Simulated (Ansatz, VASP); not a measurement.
SnSe in VASP and in Ansatz

File INCAR:

```
SYSTEM = SnSe
PREC = Accurate
ENCUT = 520
EDIFF = 1E-8
ISMEAR = -1
SIGMA = 0.03
LREAL = .FALSE.
LASPH = .TRUE.
NELM = 60
ALGO = Normal
ISIF = 2
LWAVE = .FALSE.
LCHARG = .FALSE.
GGA = PE
LEFG = .TRUE.
NBANDS = 17
```

The input KPOINTS:

```
Automatic mesh
0
G
  12 12 12
  0 0 0
```

File POSCAR:

```
SnSe
1.0
    3.6796456177      0.0275973421      0.0275973421
    0.0275973421      3.6796456177      0.0275973421
    0.0275973421      0.0275973421      3.6796456177
Sn Se
1 1
Direct
    0.0000000000      0.0000000000      0.0000000000
    0.5000000000      0.5000000000      0.5000000000
```

Input for Ansatz:

```yaml
crystal:
  lattice:
    - [3.6796456177, 0.0275973421, 0.0275973421]
    - [0.0275973421, 3.6796456177, 0.0275973421]
    - [0.0275973421, 0.0275973421, 3.6796456177]
  atoms:
    - { symbol: Sn, position: [0.0, 0.0, 0.0] }
    - { symbol: Se, position: [0.5, 0.5, 0.5] }
kpoints:
  mp_grid: { grid: [12, 12, 12] }
scf:
  occupations: { method: fermi_dirac, width: 0.03 }
hamiltonian:
  xc: pbe
  pseudopotentials: { kind: paw }
output:
  forces: true
  stress: true
  eigenvalues: true
  efg: { contact_densities: true }
```

Change from the starting cell: equal xy, yz and zx shear strains of +1.5 %, PAW files.

Alike in both runs: task electric field gradients; functional PBE; k mesh 12 × 12 × 12; occupations fermi-dirac, width 0.03 eV; no spin polarisation.

|  | VASP | Ansatz |
| --- | --- | --- |
| version | VASP 6.6.1 | Ansatz 0.2.0 |
| potentials or method | VASP PAW PBE potentials, release 64 (Sn_d, Se) | PAW with Ansatz's default frozen-core files, scalar-relativistic |
| plane-wave cutoff (eV) | 520 | 420 |
| valence electrons in the cell | 20 | 30 |

```tsv
	VASP	Ansatz	Ansatz less VASP
pressure (GPa)	0.0	0.0	0.00
traceless stress, the component that is largest in VASP (GPa)	0.08	0.08	0.000
size of Vzz on the site where it differs most (V/Å²)	21.3	22.0	+0.67
```

The functional is the same, so the differences come from potentials, cutoffs and numerics. VASP's potentials hold 20 valence electrons a cell and Ansatz's 30, so a difference there can come from the potentials and not from the codes.
